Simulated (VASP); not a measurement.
# MgO (Fm-3m) in VASP: further runs

The runs below take MgO through phonons, with r2SCAN.

All numbers are computed with VASP 6.6.1; they aren't measurements. Logs are shortened: lines on timing, memory, paths and dates and some standing lists are left out, and cuts for length are marked.

## 1. The cell of the first run

It takes space group Fm-3m (No. 225, cubic). Conventional cell: a = 4.176 Å, b = 4.176 Å, c = 4.176 Å, α = 90.00°, β = 90.00°, γ = 90.00°. Within 2.8 Å of Mg (site symmetry m-3m) lie 6 O at 2.09 Å. O (site symmetry m-3m) has 6 Mg at 2.09 Å within 2.8 Å.

## 2. Phonons, r2SCAN (volume scaled by 0.980)

Input file INCAR:

```
  ALGO = Normal
  EDIFF = 1E-8
  ENCUT = 520
  IBRION = 6
  ISIF = 2
  ISMEAR = 0
  LASPH = T
  LCHARG = F
  LMIXTAU = T
  LREAL = F
  LWAVE = F
  METAGGA = R2SCAN
  NBANDS = 11
  NELM = 80
  NFREE = 2
  NSW = 1
  POTIM = 0.015
  PREC = Accurate
  SIGMA = 0.01
```

Input file KPOINTS:

```
k-points
0
Gamma
  8 8 8
```

Input file POSCAR:

```
MgO
1.0
    0.0000000000      2.0880575169      2.0880575169
    2.0880575169      0.0000000000      2.0880575169
    2.0880575169      2.0880575169      0.0000000000
Mg O
1 1
Direct
    0.0000000000      0.0000000000      0.0000000000
    0.5000000000      0.5000000000      0.5000000000
```

Potentials or basis: VASP PAW PBE potentials, release 64 (Mg, O).

The run is started by

```bash
$ cat potpaw_PBE.64/Mg/POTCAR potpaw_PBE.64/O/POTCAR > POTCAR
$ mpirun -np 1 vasp_std > vasp.out
```

OUTCAR:

```text
EDIFF = 1E-8
   ENCUT = 520
   IBRION = 6
   ISIF = 2
   ISMEAR = 0
   LASPH = T
   LREAL = F
   METAGGA = R2SCAN
   NELM = 80
   NFREE = 2
   NSW = 1
   POTIM = 0.015
   PREC = Accurate

 ion  position               nearest neighbor table
   1  0.000  0.000  0.000-   2 2.09   2 2.09   2 2.09   2 2.09   2 2.09   2 2.09
   2  0.500  0.500  0.500-   1 2.09   1 2.09   1 2.09   1 2.09   1 2.09   1 2.09

  LATTYP: Found a face centered cubic cell.
 ALAT       =     4.1761150338

  Lattice vectors:

 A1 = (   0.0000000000,   2.0880575169,   2.0880575169)
 A2 = (   2.0880575169,   0.0000000000,   2.0880575169)
 A3 = (   2.0880575169,   2.0880575169,   0.0000000000)

Analysis of symmetry for initial positions (statically):
=====================================================================
 Subroutine PRICEL returns:
 Original cell was already a primitive cell.

 Routine SETGRP: Setting up the symmetry group for a
 face centered cubic supercell.

 Subroutine GETGRP returns: Found 48 space group operations
 (whereof 48 operations were pure point group operations)
 out of a pool of 48 trial point group operations.

The static configuration has the point symmetry O_h .

Analysis of symmetry for dynamics (positions and initial velocities):
=====================================================================
 Subroutine PRICEL returns:
 Original cell was already a primitive cell.

 Routine SETGRP: Setting up the symmetry group for a
 face centered cubic supercell.

 Subroutine GETGRP returns: Found 48 space group operations
 (whereof 48 operations were pure point group operations)
 out of a pool of 48 trial point group operations.

The dynamic configuration has the point symmetry O_h .

 Subroutine INISYM returns: Found 48 space group operations
 (whereof 48 operations are pure point group operations),
 and found     1 'primitive' translations

----------------------------------------------------------------------------------------

                                     Primitive cell

  volume of cell :      18.2078

  direct lattice vectors                    reciprocal lattice vectors
     0.000000000  2.088057517  2.088057517    -0.239457005  0.239457005  0.239457005
     2.088057517  0.000000000  2.088057517     0.239457005 -0.239457005  0.239457005
[... 280 lines left out ...]

 Free energy of the ion-electron system (eV)
  ---------------------------------------------------
  ext. energy  EPLUGINS =         0.00000000
  ---------------------------------------------------
  free energy    TOTEN  =       -16.15844003 eV

  energy without entropy =      -16.15844003  energy(sigma->0) =      -16.15844003

 E-fermi :   3.1151     XC(G=0): -11.7278

 val. band max:        2.9669973542   @ k =   0.0000   0.0000   0.0000
 cond. band min:       8.8352272363   @ k =   0.0000   0.0000   0.0000
 fundamental gap:      5.8682298822
 Fermi energy:         3.1151049533

 k-point     1 :       0.0000    0.0000    0.0000
  band No.  band energies     occupation
      1     -15.3669      2.00000
      2       2.9667      2.00000
      3       2.9670      2.00000
      4       2.9670      2.00000
      5       8.8352      0.00000
      6      19.9526      0.00000
      7      19.9531      0.00000
      8      19.9531      0.00000
      9      24.1712      0.00000
     10      25.9677      0.00000
     11      25.9687      0.00000
[... 309 lines left out ...]
 k-point    24 :      -0.3750    0.2500    0.1250
  band No.  band energies     occupation
      1     -13.9015      2.00000
      2      -1.1322      2.00000
      3       0.9674      2.00000
      4       1.9261      2.00000
      5      13.7836      0.00000
      6      16.5513      0.00000
      7      17.9064      0.00000
      8      21.3993      0.00000
      9      25.0582      0.00000
     10      26.8271      0.00000
     11      31.1164      0.00000

 [... further k-points ...]

------------------------ aborting loop because EDIFF is reached ----------------------------------------

  FORCE on cell =-STRESS in cart. coord.  units (eV):
  Direction    XX          YY          ZZ          XY          YZ          ZX
  --------------------------------------------------------------------------------------
  -------------------------------------------------------------------------------------
  Total        0.2780405      0.2677342      0.2677342      0.0000000      0.0000000      0.0000000
  in kB       24.4659052     23.5590152     23.5590152      0.0000000      0.0000000      0.0000000
  external PRESSURE =      23.8613119 kB  Pullay stress =       0.0000000 kB
[... 17 lines left out ...]
  FREE ENERGIE OF THE ION-ELECTRON SYSTEM (eV)
  ---------------------------------------------------
  free  energy   TOTEN  =       -16.1584400280 eV

  energy  without entropy=      -16.1584400280  energy(sigma->0) =      -16.15844003

 INTERNAL STRAIN TENSORS FROM DISPLACED ATOMS
 ============================================

 INTERNAL STRAIN TENSOR FOR ION    1 for displacements in x,y,z  (eV/Angst):
          X           Y           Z          XY          YZ          ZX
  --------------------------------------------------------------------------------
  x     0.00000     0.00000     0.00000     0.00000     0.00000     0.00000
  y     0.00000     0.00000     0.00000     0.00000     0.00000     0.00000
  z     0.00000     0.00000     0.00000     0.00000     0.00000     0.00000

 INTERNAL STRAIN TENSOR FOR ION    2 for displacements in x,y,z  (eV/Angst):
          X           Y           Z          XY          YZ          ZX
  --------------------------------------------------------------------------------
  x     0.00000     0.00000     0.00000     0.00000     0.00000     0.00000
  y     0.00000     0.00000     0.00000     0.00000     0.00000     0.00000
  z     0.00000     0.00000     0.00000     0.00000     0.00000     0.00000

 Eigenvectors and eigenvalues of the dynamical matrix
 ----------------------------------------------------

   1 f  =   12.601668 THz    79.178615 2PiTHz  420.346398 cm-1    52.116288 meV
             X         Y         Z           dx          dy          dz
      0.000000  0.000000  0.000000     0.000000   -0.625547    0.000000
      2.088058  2.088058  2.088058    -0.000000    0.780186    0.000000
[... 21 lines left out ...]
   6 f/i=    0.073029 THz     0.458857 2PiTHz    2.435995 cm-1     0.302025 meV
             X         Y         Z           dx          dy          dz
      0.000000  0.000000  0.000000    -0.778017    0.055392   -0.017642
      2.088058  2.088058  2.088058    -0.623808    0.044413   -0.014145

 ELASTIC MODULI CONTR FROM IONIC RELAXATION (kBar)
 Direction    XX          YY          ZZ          XY          YZ          ZX
 --------------------------------------------------------------------------------
 XX           0.0000      0.0000      0.0000      0.0000      0.0000      0.0000
 YY           0.0000      0.0000      0.0000      0.0000      0.0000      0.0000
 ZZ           0.0000      0.0000      0.0000      0.0000      0.0000      0.0000
 XY           0.0000      0.0000      0.0000      0.0000      0.0000      0.0000
 YZ           0.0000      0.0000      0.0000      0.0000      0.0000      0.0000
 ZX           0.0000      0.0000      0.0000      0.0000      0.0000      0.0000
 --------------------------------------------------------------------------------
```

OSZICAR:

```text
N       E                     dE             d eps       ncg     rms          rms(c)
DAV:   1     0.815866275905E+01    0.81587E+01   -0.48484E+03   750   0.673E+02
DAV:   2    -0.192289882203E+02   -0.27388E+02   -0.25381E+02   755   0.139E+02
DAV:   3    -0.198265008644E+02   -0.59751E+00   -0.59717E+00   764   0.172E+01
[... 68 lines left out ...]
DAV:  11    -0.161584400162E+02    0.19487E-06   -0.30337E-09  1100   0.618E-04    0.401E-05
DAV:  12    -0.161584400369E+02   -0.20726E-07   -0.14293E-09   685   0.385E-04    0.296E-05
DAV:  13    -0.161584400179E+02    0.19029E-07   -0.59803E-11   676   0.765E-05    0.182E-05
DAV:  14    -0.161584400279E+02   -0.10020E-07   -0.59067E-11   676   0.709E-05    0.247E-06
DAV:  15    -0.161584400280E+02   -0.60879E-10   -0.62791E-12   670   0.243E-05
   5 F= -.16158440E+02 E0= -.16158440E+02  d E =-.143813E-99
```

Run time: 5.7 min. Hardware: 1 thread of Intel Xeon 8259CL, shared host; peak memory 0.16 GiB.

Results:

```yaml
Highest_phonon_frequency_at_Γ_LO-TO_splitting_left_out: 420 cm⁻¹
```

Phonon frequencies in cm⁻¹ (negative: imaginary):
```csv
q point,frequencies
"(0.000, 0.000, 0.000)",-2 -2 -2 420 420 420
```

Caveat: the cell differs from its parent crystal (volume scaled by 0.980); the cell wasn't relaxed at this level first, which shifts response properties; the PAW data sets were made with another functional, which shifts forces and pressure a little.

## 3. Phonons, r2SCAN

This run uses another cell than the first one, of 9.29 Å³/atom, 1.020 times its volume.

Input file INCAR:

```
ALGO     = Normal         # electronic algorithm
EDIFF    = 1E-8           # SCF threshold, eV
ENCUT    = 520            # plane-wave cutoff, eV
IBRION   = 6              # ionic algorithm
ISIF     = 2              # what is computed and relaxed
ISMEAR   = 0              # smearing method
LASPH    = T              # aspherical terms in the spheres
LCHARG   = T              # write CHGCAR
LMIXTAU  = T            
LREAL    = F              # projectors in reciprocal space
LWAVE    = F              # write WAVECAR
METAGGA  = R2SCAN         # meta-GGA
NBANDS   = 11             # bands
NELM     = 80             # most SCF steps
NFREE    = 2            
NSW      = 1              # ionic steps
POTIM    = 0.015          # step
PREC     = Accurate       # precision mode
SIGMA    = 0.01           # smearing width, eV
```

KPOINTS is that of step 2.

Input file POSCAR:

```
MgO
1.0
    0.0000000000      2.1021664417      2.1021664417
    2.1021664417      0.0000000000      2.1021664417
    2.1021664417      2.1021664417      0.0000000000
Mg O
1 1
Direct
    0.0000000000      0.0000000000      0.0000000000
    0.5000000000      0.5000000000      0.5000000000
```

Potentials or basis: VASP PAW PBE potentials, release 64 (Mg, O).

The run is started by

```bash
$ cat potpaw_PBE.64/Mg/POTCAR potpaw_PBE.64/O/POTCAR > POTCAR
$ mpirun -np 1 vasp_std > vasp.out
```

OUTCAR:

```text
EDIFF = 1E-8
   ENCUT = 520
   IBRION = 6
   ISIF = 2
   ISMEAR = 0
   LASPH = T
   LREAL = F
   METAGGA = R2SCAN
   NELM = 80
   NFREE = 2
   NSW = 1
   POTIM = 0.015
   PREC = Accurate

 ion  position               nearest neighbor table
   1  0.000  0.000  0.000-   2 2.10   2 2.10   2 2.10   2 2.10   2 2.10   2 2.10
   2  0.500  0.500  0.500-   1 2.10   1 2.10   1 2.10   1 2.10   1 2.10   1 2.10

  LATTYP: Found a face centered cubic cell.
 ALAT       =     4.2043328834

  Lattice vectors:

 A1 = (   0.0000000000,   2.1021664417,   2.1021664417)
 A2 = (   2.1021664417,   0.0000000000,   2.1021664417)
 A3 = (   2.1021664417,   2.1021664417,   0.0000000000)

Analysis of symmetry for initial positions (statically):
=====================================================================
 Subroutine PRICEL returns:
 Original cell was already a primitive cell.

 Routine SETGRP: Setting up the symmetry group for a
 face centered cubic supercell.

 Subroutine GETGRP returns: Found 48 space group operations
 (whereof 48 operations were pure point group operations)
 out of a pool of 48 trial point group operations.

The static configuration has the point symmetry O_h .

Analysis of symmetry for dynamics (positions and initial velocities):
=====================================================================
 Subroutine PRICEL returns:
 Original cell was already a primitive cell.

 Routine SETGRP: Setting up the symmetry group for a
 face centered cubic supercell.

 Subroutine GETGRP returns: Found 48 space group operations
 (whereof 48 operations were pure point group operations)
 out of a pool of 48 trial point group operations.

The dynamic configuration has the point symmetry O_h .

 Subroutine INISYM returns: Found 48 space group operations
 (whereof 48 operations are pure point group operations),
 and found     1 'primitive' translations

----------------------------------------------------------------------------------------

                                     Primitive cell

  volume of cell :      18.5794

  direct lattice vectors                    reciprocal lattice vectors
     0.000000000  2.102166442  2.102166442    -0.237849863  0.237849863  0.237849863
     2.102166442  0.000000000  2.102166442     0.237849863 -0.237849863  0.237849863
     2.102166442  2.102166442  0.000000000     0.237849863  0.237849863 -0.237849863

  length of vectors
     2.972912292  2.972912292  2.972912292     0.411968047  0.411968047  0.411968047

  position of ions in fractional coordinates (direct lattice)
     0.000000000  0.000000000  0.000000000
     0.500000000  0.500000000  0.500000000

  ion indices of the primitive-cell ions
   primitive index   ion index
                 1           1
                 2           2

[... 110 lines left out ...]

--------------------------------------- Ionic step        1  -------------------------------------------

 number of electron       8.0000004 magnetization

 Free energy of the ion-electron system (eV)
  ---------------------------------------------------
  ext. energy  EPLUGINS =         0.00000000
  ---------------------------------------------------
  free energy    TOTEN  =       -16.16108327 eV

  energy without entropy =      -16.16108327  energy(sigma->0) =      -16.16108327

------------------------ aborting loop because EDIFF is reached ----------------------------------------

  FORCE on cell =-STRESS in cart. coord.  units (eV):
  Direction    XX          YY          ZZ          XY          YZ          ZX
  --------------------------------------------------------------------------------------
  -------------------------------------------------------------------------------------
  Total       -0.1319126     -0.1319126     -0.1319126      0.0000000     -0.0000000      0.0000000
  in kB      -11.3753745    -11.3753745    -11.3753745      0.0000000     -0.0000000      0.0000000
  external PRESSURE =     -11.3753745 kB  Pullay stress =       0.0000000 kB
[... 131 lines left out ...]
--------------------------------------- Ionic step        5  -------------------------------------------

 number of electron       8.0000002 magnetization

 Free energy of the ion-electron system (eV)
  ---------------------------------------------------
  ext. energy  EPLUGINS =         0.00000000
  ---------------------------------------------------
  free energy    TOTEN  =       -16.16045033 eV

  energy without entropy =      -16.16045033  energy(sigma->0) =      -16.16045033

 E-fermi :   2.8865     XC(G=0): -11.6232

 val. band max:        2.8161595169   @ k =   0.0000   0.0000   0.0000
 cond. band min:       8.4759751038   @ k =   0.0000   0.0000   0.0000
 fundamental gap:      5.6598155869
 Fermi energy:         2.8865380793

 k-point     1 :       0.0000    0.0000    0.0000
  band No.  band energies     occupation
      1     -15.4125      2.00000
      2       2.8159      2.00000
      3       2.8162      2.00000
      4       2.8162      2.00000
      5       8.4760      0.00000
      6      19.6827      0.00000
      7      19.6832      0.00000
      8      19.6832      0.00000
      9      23.8427      0.00000
     10      25.6171      0.00000
     11      25.6180      0.00000
[... 309 lines left out ...]
 k-point    24 :      -0.3750    0.2500    0.1250
  band No.  band energies     occupation
      1     -14.0034      2.00000
      2      -1.2021      2.00000
      3       0.8625      2.00000
      4       1.8031      2.00000
      5      13.4812      0.00000
      6      16.2022      0.00000
      7      17.5221      0.00000
      8      20.9890      0.00000
      9      24.6551      0.00000
     10      26.3902      0.00000
     11      30.6224      0.00000

 [... further k-points ...]

------------------------ aborting loop because EDIFF is reached ----------------------------------------

  FORCE on cell =-STRESS in cart. coord.  units (eV):
  Direction    XX          YY          ZZ          XY          YZ          ZX
  --------------------------------------------------------------------------------------
  -------------------------------------------------------------------------------------
  Total       -0.1229444     -0.1325829     -0.1325829      0.0000000      0.0000000      0.0000000
  in kB      -10.6020024    -11.4331727    -11.4331727      0.0000000      0.0000000      0.0000000
  external PRESSURE =     -11.1561159 kB  Pullay stress =       0.0000000 kB
[... 17 lines left out ...]
  FREE ENERGIE OF THE ION-ELECTRON SYSTEM (eV)
  ---------------------------------------------------
  free  energy   TOTEN  =       -16.1604503321 eV

  energy  without entropy=      -16.1604503321  energy(sigma->0) =      -16.16045033

 INTERNAL STRAIN TENSORS FROM DISPLACED ATOMS
 ============================================

 INTERNAL STRAIN TENSOR FOR ION    1 for displacements in x,y,z  (eV/Angst):
          X           Y           Z          XY          YZ          ZX
  --------------------------------------------------------------------------------
  x     0.00000     0.00000     0.00000     0.00000     0.00000     0.00000
  y     0.00000     0.00000     0.00000     0.00000     0.00000     0.00000
  z     0.00000     0.00000     0.00000     0.00000     0.00000     0.00000

 INTERNAL STRAIN TENSOR FOR ION    2 for displacements in x,y,z  (eV/Angst):
          X           Y           Z          XY          YZ          ZX
  --------------------------------------------------------------------------------
  x     0.00000     0.00000     0.00000     0.00000     0.00000     0.00000
  y     0.00000     0.00000     0.00000     0.00000     0.00000     0.00000
  z     0.00000     0.00000     0.00000     0.00000     0.00000     0.00000

 Eigenvectors and eigenvalues of the dynamical matrix
 ----------------------------------------------------

   1 f  =   12.018787 THz    75.516264 2PiTHz  400.903572 cm-1    49.705686 meV
             X         Y         Z           dx          dy          dz
      0.000000  0.000000  0.000000     0.061047   -0.617964   -0.075235
      2.102166  2.102166  2.102166    -0.076146    0.770797    0.093842
[... 21 lines left out ...]
   6 f/i=    0.070171 THz     0.440895 2PiTHz    2.340638 cm-1     0.290202 meV
             X         Y         Z           dx          dy          dz
      0.000000  0.000000  0.000000    -0.011962   -0.270819   -0.731606
      2.102166  2.102166  2.102166    -0.009590   -0.217121   -0.586544

 ELASTIC MODULI CONTR FROM IONIC RELAXATION (kBar)
 Direction    XX          YY          ZZ          XY          YZ          ZX
 --------------------------------------------------------------------------------
 XX           0.0000      0.0000      0.0000      0.0000      0.0000      0.0000
 YY           0.0000      0.0000      0.0000      0.0000      0.0000      0.0000
 ZZ           0.0000      0.0000      0.0000      0.0000      0.0000      0.0000
 XY           0.0000      0.0000      0.0000      0.0000      0.0000      0.0000
 YZ           0.0000      0.0000      0.0000      0.0000      0.0000      0.0000
 ZX           0.0000      0.0000      0.0000      0.0000      0.0000      0.0000
 --------------------------------------------------------------------------------
```

Run time: 4.9 min. Hardware: 1 thread of Intel Xeon 8259CL, shared host; peak memory 0.16 GiB.

What came out:

```
Highest phonon frequency at Γ, LO-TO splitting left out : 401 cm⁻¹
```

Phonon frequencies in cm⁻¹ (negative: imaginary):
```tsv
q point	frequencies
(0.000, 0.000, 0.000)	-2 -2 -2 401 401 401
```

Caveat: the cell wasn't relaxed at this level first, which shifts response properties; the PAW data sets were made with another functional, which shifts forces and pressure a little.

(Continued in part 2 of 2.)
